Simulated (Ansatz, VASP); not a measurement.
**ZrS in VASP and in Ansatz**

```
Zr S
1.0
     0.00000    2.40518    3.12674
     2.40518    0.00000    3.12674
     2.40518    2.40518    0.00000
Zr S
1 1
Direct
  0.00000 0.00000 0.00000
  0.50000 0.50000 0.50000
```

Alike in both runs: task single point; functional PBEsol; k mesh 18 × 18 × 18; occupations gaussian, width 0.15 eV; no spin polarisation.

|  | VASP | Ansatz |
| --- | --- | --- |
| version | VASP 6.6.1 | Ansatz 0.2.0 |
| potentials or method | VASP PAW PBE potentials, release 64 (Zr_sv, S), cutoff 520 eV | scalar-relativistic, plane waves, PAW |
| valence electrons in the cell | 18 | 18 |

Ansatz gave:

| Item | Value |
| --- | --- |
| gap on the k mesh at the Fermi level (eV) | none |
| pressure (GPa) | 13.4 |
| traceless stress, the component that is largest in VASP (GPa) | -29.26 |

Question: Which values does VASP return?

Answer: gap on the k mesh at the Fermi level (eV): none; pressure (GPa): 13.7; traceless stress, the component that is largest in VASP (GPa): -29.43.

VASP's potentials were made for PBE, not for PBEsol. A gap of «none» marks a metal or a gap that the smearing closes. The functional is the same, so the differences come from potentials, cutoffs and numerics.
